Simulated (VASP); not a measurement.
# TaN (R-3m) in VASP: a series of runs

TaN is run at these levels: PBEsol; tasks: single point.

All numbers are computed with VASP 6.6.1; they aren't measurements. Logs are shortened: lines on timing, memory, paths and dates and some standing lists are left out, and cuts for length are marked.

### Step 1. The cell of the first run

The structure is trigonal, space group R-3m (No. 166). Conventional cell: a = 3.058 Å, b = 3.058 Å, c = 7.960 Å, α = 90.00°, β = 90.00°, γ = 120.00°. Within 2.9 Å of Ta (site symmetry -3m) lie 6 N at 2.21 Å. Within 2.9 Å of N (site symmetry -3m) lie 6 Ta at 2.21 Å.

### Step 2. Single point, PBEsol (10.75 Å³/atom)

The input, INCAR:

```
SYSTEM = TaN
  PREC = Accurate
  ENCUT = 700
  EDIFF = 1E-6
  ISMEAR = 0
  SIGMA = 0.15
  LREAL = .False.
  LASPH = .True.
  NELM = 120
  ALGO = Normal
  ISIF = 2
  LWAVE = .False.
  LCHARG = .False.
  GGA = PS
  NBANDS = 16
  GGA_COMPAT = .False.
```

The input, KPOINTS:

```
Automatic mesh
0
Gamma
  20 20 20
  0 0 0
```

The input, POSCAR:

```
TaN
1.0
    0.0901075934      2.2526898356      2.2526898356
    2.2526898356      0.0901075934      2.2526898356
    2.2526898356      2.2526898356      0.0901075934
Ta N
1 1
Direct
    0.5000000000      0.5000000000      0.5000000000
    0.0000000000      0.0000000000      0.0000000000
```

Potentials or basis: VASP PAW PBE potentials, release 64 (Ta_sv_GW, N).

On the command line:

```
cat potpaw_PBE.64/Ta_sv_GW/POTCAR potpaw_PBE.64/N/POTCAR > POTCAR
mpirun -np 1 vasp_std > vasp.out
```

OUTCAR:

```text
SYSTEM = TaN
   PREC = Accurate
   ENCUT = 700
   EDIFF = 1E-6
   ISMEAR = 0
   LREAL = .False.
   LASPH = .True.
   NELM = 120
   ISIF = 2
   GGA = PS

 ion  position               nearest neighbor table
   1  0.500  0.500  0.500-   2 2.21   2 2.21   2 2.21   2 2.21   2 2.21   2 2.21
   2  0.000  0.000  0.000-   1 2.21   1 2.21   1 2.21   1 2.21   1 2.21   1 2.21

  LATTYP: Found a trigonal (rhomboedric) cell.
 ALAT       =     3.1870585764
 COS(alpha) =     0.5395683453

  Lattice vectors:

 A1 = (   0.0901075934,   2.2526898356,   2.2526898356)
 A2 = (   2.2526898356,   0.0901075934,   2.2526898356)
 A3 = (   2.2526898356,   2.2526898356,   0.0901075934)

Analysis of symmetry for initial positions (statically):
=====================================================================
 Subroutine PRICEL returns:
 Original cell was already a primitive cell.

 Routine SETGRP: Setting up the symmetry group for a
 trigonal (rhombohedral) supercell.

 Subroutine GETGRP returns: Found 12 space group operations
 (whereof 12 operations were pure point group operations)
 out of a pool of 12 trial point group operations.

The static configuration has the point symmetry D_3d.

Analysis of symmetry for dynamics (positions and initial velocities):
=====================================================================
 Subroutine PRICEL returns:
 Original cell was already a primitive cell.

 Routine SETGRP: Setting up the symmetry group for a
 trigonal (rhombohedral) supercell.

 Subroutine GETGRP returns: Found 12 space group operations
 (whereof 12 operations were pure point group operations)
 out of a pool of 12 trial point group operations.

The dynamic configuration has the point symmetry D_3d.

 Subroutine INISYM returns: Found 12 space group operations
 (whereof 12 operations are pure point group operations),
 and found     1 'primitive' translations

----------------------------------------------------------------------------------------

                                     Primitive cell

  volume of cell :      21.4920

  direct lattice vectors                    reciprocal lattice vectors
     0.090107593  2.252689836  2.252689836    -0.235738513  0.226671647  0.226671647
     2.252689836  0.090107593  2.252689836     0.226671647 -0.235738513  0.226671647
     2.252689836  2.252689836  0.090107593     0.226671647  0.226671647 -0.235738513

  length of vectors
     3.187058576  3.187058576  3.187058576     0.397910439  0.397910439  0.397910439

  position of ions in fractional coordinates (direct lattice)
     0.500000000  0.500000000  0.500000000
     0.000000000  0.000000000  0.000000000

  ion indices of the primitive-cell ions
   primitive index   ion index
                 1           1
                 2           2

----------------------------------------------------------------------------------------

 KPOINTS: Automatic mesh

Automatic generation of k-mesh.
 Grid dimensions read from file:
 generate k-points for:   20   20   20

 Generating k-lattice:

  Cartesian coordinates                     Fractional coordinates (reciprocal lattice)
    -0.011786926  0.011333582  0.011333582     0.050000000  0.000000000  0.000000000
     0.011333582 -0.011786926  0.011333582     0.000000000  0.050000000  0.000000000
     0.011333582  0.011333582 -0.011786926     0.000000000  0.000000000  0.050000000

  Length of vectors
     0.019895522  0.019895522  0.019895522

  Shift w.r.t. Gamma in fractional coordinates (k-lattice)
     0.000000000  0.000000000  0.000000000

 Subroutine IBZKPT returns following result:
 ===========================================

 Found    781 irreducible k-points:

 Following reciprocal coordinates:
            Coordinates               Weight
  0.000000  0.000000  0.000000      1.000000
  0.050000  0.000000  0.000000      6.000000
  0.100000 -0.000000 -0.000000      6.000000
  0.150000  0.000000 -0.000000      6.000000
  0.200000 -0.000000 -0.000000      6.000000
  0.250000 -0.000000 -0.000000      6.000000
[... 16 lines left out ...]
 -0.400000  0.050000 -0.000000     12.000000
 -0.350000  0.050000 -0.000000     12.000000
 [... further k-points ...]
   k-points           NKPTS =    781   k-points in BZ     NKDIM =    781   number of bands    NBANDS=     16
   number of dos      NEDOS =    301   number of ions     NIONS =      2
   total plane-waves  NPLWV =  21952
   dimension x,y,z NGX =    28 NGY =   28 NGZ =   28
   dimension x,y,z NGXF=    56 NGYF=   56 NGZF=   56
   ions per type =               1   1
   NGX,Y,Z   is equivalent  to a cutoff of  14.61, 14.61, 14.61 a.u.
   NGXF,Y,Z  is equivalent  to a cutoff of  29.21, 29.21, 29.21 a.u.
 SYSTEM =  TaN
   PREC   = accura    normal or accurate (medium, high low for compatibility)
   ISTART =      0    job   : 0-new  1-cont  2-samecut
   ICHARG =      2    charge: 1-file 2-atom 10-const
   ISPIN  =      1    spin polarized calculation?
   LNONCOLLINEAR =      F non collinear calculations
   LSORBIT =      F    spin-orbit coupling
   LASPH  =      T    aspherical Exc in radial PAW
   ENCUT  =  700.0 eV  51.45 Ry    7.17 a.u.   6.88  6.88  6.88*2*pi/ulx,y,z
   NELM   =    120;   NELMIN=  2; NELMDL= -5     # of ELM steps
   EDIFF  = 0.1E-05   stopping-criterion for ELM
   LREAL  =      F    real-space projection
   EDIFFG = 0.1E-04   stopping-criterion for IOM
   NSW    =      0    number of steps for IOM
   IBRION =     -1    ionic relax: 0-MD 1-quasi-New 2-CG
   NFREE  =      0    steps in history (QN), initial steepest desc. (CG)
   ISIF   =      2    stress and relaxation
   ISYM   =      2    0-nonsym 1-usesym 2-fastsym
   POTIM  = 0.5000    time-step for ionic-motion
   TEBEG  =    0.0;   TEEND  =   0.0 temperature during run
   PSTRESS=    0.0 pullay stress
   NELECT =      18.0000    total number of electrons
   NUPDOWN=      -1.0000    fix difference up-down
   EMIN   =  10.00;   EMAX   =-10.00  energy-range for DOS
   EFERMI =   0.00;   METHOD = LEGACY
   ISMEAR =     0;   SIGMA  =   0.15  broadening in eV -4-tet -1-fermi 0-gaus
   EFERMI_NEDOS =   21; number of points for ismear=-14 and -15
   IALGO  =     38    algorithm
   IMIX   =      4    mixing-type and parameters
     AMIX     =   0.40;   BMIX     =  1.00
     AMIX_MAG =   1.60;   BMIX_MAG =  1.00
  volume/ion in A,a.u.               =      10.75        72.52
  Fermi-wavevector in a.u.,A,eV,Ry     =   1.543145  2.916121 32.399504  2.381296
  Thomas-Fermi vector in A             =   2.648849
   LORBIT       =      0    0 simple, 1 ext, 2 COOP (PROOUT), +10 PAW based schemes
   GGA     = PS    functional components
   LHFCALC =     F    Hartree Fock is set to
   AEXX    =    0.0000 exact exchange contribution
   IVDW    =     0    specifies the selected vdW correction
   LEPSILON=     F    determine dielectric tensor
   LRPA    =     F    only Hartree local field effects (RPA)
 non-spin polarized calculation
 Gauss-broadening in eV      SIGMA  =   0.15
  energy-cutoff  :      700.00
  volume of cell :       21.49
 maximum number of plane-waves:       930
   NGX = 13   NGY = 13   NGZ = 13

 number of electron      17.9999999 magnetization

 Free energy of the ion-electron system (eV)
  ---------------------------------------------------
  ext. energy  EPLUGINS =         0.00000000
  ---------------------------------------------------
  free energy    TOTEN  =       -25.73272673 eV

  energy without entropy =      -25.72239654  energy(sigma->0) =      -25.72756163

 E-fermi :  13.4214     XC(G=0): -13.8960

 val. band max:       13.4170513391   @ k =   0.2500  -0.0000  -0.0000
 cond. band min:      13.4221605908   @ k =   0.4000   0.3000   0.3000
 fundamental gap:      0.0051092517
 Fermi energy:        13.4214265317

 k-point     1 :       0.0000    0.0000    0.0000
  band No.  band energies     occupation
      1     -56.0562      2.00000
      2     -22.3286      2.00000
      3     -22.1875      2.00000
      4     -22.1875      2.00000
      5      -5.2180      2.00000
      6       9.4869      2.00000
[... 8 lines left out ...]
     15      22.6541      0.00000
     16      36.8201      0.00000

 k-point     2 :       0.0500    0.0000    0.0000
  band No.  band energies     occupation
      1     -56.0548      2.00000
      2     -22.3316      2.00000
      3     -22.2091      2.00000
      4     -22.1904      2.00000
      5      -5.1569      2.00000
      6       9.2394      2.00000
[... 8 lines left out ...]
     15      22.8569      0.00000
     16      36.0636      0.00000

 k-point     3 :       0.1000   -0.0000   -0.0000
  band No.  band energies     occupation
      1     -56.0506      2.00000
      2     -22.3450      2.00000
      3     -22.2665      2.00000
      4     -22.1988      2.00000
      5      -4.9777      2.00000
      6       8.6681      2.00000
[... 8 lines left out ...]
     15      23.4337      0.00000
     16      34.3430      0.00000

 k-point     4 :       0.1500    0.0000   -0.0000
  band No.  band energies     occupation
      1     -56.0440      2.00000
      2     -22.4041      2.00000
      3     -22.3160      2.00000
      4     -22.2119      2.00000
      5      -4.6930      2.00000
      6       7.8321      2.00000
[... 8 lines left out ...]
     15      24.2866      0.00000
     16      32.5929      0.00000
[... 324 lines left out ...]
 k-point    22 :      -0.4500    0.0500    0.0000
  band No.  band energies     occupation
      1     -55.9965      2.00000
      2     -23.0577      2.00000
      3     -22.3789      2.00000
      4     -22.3162      2.00000
      5      -2.2501      2.00000
      6       3.3269      2.00000
[... 8 lines left out ...]
     15      24.8662      0.00000
     16      25.1153      0.00000

 k-point    23 :      -0.4000    0.0500   -0.0000
  band No.  band energies     occupation
      1     -55.9997      2.00000
      2     -23.0147      2.00000
      3     -22.3741      2.00000
      4     -22.3107      2.00000
      5      -2.4690      2.00000
      6       3.6281      2.00000
[... 8 lines left out ...]
     15      25.1120      0.00000
     16      25.6723      0.00000

 k-point    24 :      -0.3500    0.0500   -0.0000
  band No.  band energies     occupation
      1     -56.0054      2.00000
      2     -22.9369      2.00000
      3     -22.3673      2.00000
      4     -22.2996      2.00000
      5      -2.8249      2.00000
      6       4.1450      2.00000
[... 8 lines left out ...]
     15      25.2969      0.00000
     16      26.7955      0.00000

 [... further k-points ...]

------------------------ aborting loop because EDIFF is reached ----------------------------------------

  FORCE on cell =-STRESS in cart. coord.  units (eV):
  Direction    XX          YY          ZZ          XY          YZ          ZX
  --------------------------------------------------------------------------------------
  -------------------------------------------------------------------------------------
  Total       -1.1440262     -1.1440262     -1.1440262     -0.3140619     -0.3140619     -0.3140619
  in kB      -85.2844236    -85.2844236    -85.2844236    -23.4125653    -23.4125653    -23.4125653
  external PRESSURE =     -85.2844236 kB  Pullay stress =       0.0000000 kB

 VOLUME and BASIS-vectors are now :
 -----------------------------------------------------------------------------
  energy-cutoff  :      700.00
  volume of cell :       21.49
      direct lattice vectors                 reciprocal lattice vectors
     0.090107593  2.252689836  2.252689836    -0.235738513  0.226671647  0.226671647
     2.252689836  0.090107593  2.252689836     0.226671647 -0.235738513  0.226671647
     2.252689836  2.252689836  0.090107593     0.226671647  0.226671647 -0.235738513

 POSITION                                       TOTAL-FORCE (eV/Angst)
 -----------------------------------------------------------------------------------
      2.29774      2.29774      2.29774        -0.000000     -0.000000     -0.000000
      0.00000      0.00000      0.00000         0.000000      0.000000      0.000000
 -----------------------------------------------------------------------------------
    total drift:                                0.000000      0.000000      0.000000

  FREE ENERGIE OF THE ION-ELECTRON SYSTEM (eV)
  ---------------------------------------------------
  free  energy   TOTEN  =       -25.7327267256 eV

  energy  without entropy=      -25.7223965359  energy(sigma->0) =      -25.72756163
```

Wall time 5.3 min (1 thread of Intel Xeon Platinum 8259CL at 2.50GHz (Skylake/Cascade Lake), shared host); peak memory 0.56 GiB.

What came out:

- Free energy: -25.7327 eV
- Pressure: -8.5 GPa
- Band gap on the k mesh: zero (bands 9 and 10 overlap by 3.38 eV)

Caveat: the cell stands under tension; the PAW data sets were made with another functional, which shifts forces and pressure a little; spin-orbit coupling is left out, which moves the levels of the heavy elements.

### Step 3. Single point, PBEsol (10.47 Å³/atom)

This run uses another cell than the first one, of 10.47 Å³/atom.

The input, INCAR:

```
PREC = Accurate
ENCUT = 700
EDIFF = 1E-6
ISMEAR = 0
SIGMA = 0.15
LREAL = False
LASPH = True
NELM = 120
ALGO = Normal
ISIF = 2
LWAVE = False
LCHARG = False
GGA = PS
NBANDS = 16
GGA_COMPAT = False
```

The input, KPOINTS:

```
Automatic mesh
0
Gamma
  20 20 20
```

The input, POSCAR:

```
TaN
1.0
   -0.0876494072      2.1445086720      2.1445086720
    2.1445086720     -0.0876494072      2.1445086720
    2.1445086720      2.1445086720     -0.0876494072
Ta N
1 1
Direct
    0.5000000000      0.5000000000      0.5000000000
    0.0000000000      0.0000000000      0.0000000000
```

Potentials or basis: VASP PAW PBE potentials, release 64 (Ta_sv_GW, N).

On the command line:

```
cat potpaw_PBE.64/Ta_sv_GW/POTCAR potpaw_PBE.64/N/POTCAR > POTCAR
mpirun -np 1 vasp_std > vasp.out
```

Wall time 4 min (1 thread of Intel Xeon Platinum 8488C (Sapphire Rapids), shared host); peak memory 0.55 GiB.

The run converged. Its results:

- Free energy: -25.7427 eV
- Pressure: 0.4 GPa
- Band gap on the k mesh: zero (bands 9 and 10 overlap by 4.83 eV)

Stress tensor (GPa, compression positive):
```
0.39 3.08 3.08
3.08 0.39 3.08
3.08 3.08 0.39
```

Levels at points of the mesh, in eV from the Fermi level:
```csv
k point,band 5,band 6,band 7,band 8,band 9,band 10,band 11,band 12,band 13,band 14
"(0.00, 0.00, 0.00)",-18.87,-3.88,-3.88,-3.55,-2.48,-2.48,-1.53,0.14,0.14,1.83
"(0.50, 0.00, 0.00)",-15.75,-10.49,-7.80,-7.19,1.37,1.43,2.96,3.97,7.50,7.75
"(0.50, 0.50, 0.00)",-17.58,-6.62,-5.56,-4.76,-4.40,2.11,3.51,3.81,4.74,7.12
"(0.50, 0.50, 0.50)",-15.57,-10.42,-8.01,-8.01,2.34,2.39,2.39,3.69,8.07,8.07
```

Caveat: the PAW data sets were made with another functional, which shifts forces and pressure a little; spin-orbit coupling is left out, which moves the levels of the heavy elements.

(Continued in part 2 of 2.)
